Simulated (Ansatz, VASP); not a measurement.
## Two plane-wave programs on Ta

INCAR

```
SYSTEM = Ta
  PREC = Accurate
  ENCUT = 520
  EDIFF = 1E-6
  ISMEAR = 0
  SIGMA = 0.15
  LREAL = .False.
  LASPH = .True.
  NELM = 60
  ALGO = Fast
  ISIF = 2
  LWAVE = .False.
  LCHARG = .False.
  GGA = PE
  NBANDS = 12
```

The input KPOINTS:

```
regular mesh
0
Gamma
  20 20 20
  0 0 0
```

The input POSCAR:

```
Ta
1.0
   -1.7368704129      1.7368704129      1.6361319289
    1.7368704129     -1.7368704129      1.6361319289
    1.7368704129      1.7368704129     -1.6361319289
Ta
1
Direct
    0.0000000000      0.0000000000      0.0000000000
```

Input for Ansatz:

```yaml
crystal:
  lattice:
    - [-1.7368704129, 1.7368704129, 1.6361319289]
    - [1.7368704129, -1.7368704129, 1.6361319289]
    - [1.7368704129, 1.7368704129, -1.6361319289]
  atoms:
    - { symbol: Ta, position: [0.0, 0.0, 0.0] }
basis:
  ecutwfc: 420
kpoints:
  mp_grid: { grid: [20, 20, 20] }
hamiltonian:
  xc: pbe
  pseudopotentials: { kind: paw, azcp: { folder: soft_1 } }
scf:
  occupations: { method: gaussian, width: 0.15 }
output:
  forces: true
  stress: true
  eigenvalues: true
```

Alike in both runs: task single point; functional PBE; k mesh 20 × 20 × 20; occupations gaussian, width 0.15 eV; no spin polarisation.

|  | VASP | Ansatz |
| --- | --- | --- |
| version | VASP 6.6.1 | Ansatz 0.2.0 |
| potentials or method | VASP PAW PBE potentials, release 64 (Ta_pv), cutoff 520 eV | scalar-relativistic, plane waves, PAW |
| valence electrons in the cell | 11 | 13 |

|  | VASP | Ansatz | Ansatz less VASP |
| --- | --- | --- | --- |
| gap on the k mesh at the Fermi level (eV) | none | none | - |
| pressure (GPa) | -12.6 | -12.5 | +0.04 |
| traceless stress, the component that is largest in VASP (GPa) | 2.80 | 2.80 | +0.001 |

A gap of «none» marks a metal or a gap that the smearing closes. VASP's potentials hold 11 valence electrons a cell and Ansatz's 13, so a difference there can come from the potentials and not from the codes.

Spin-orbit coupling is off throughout.
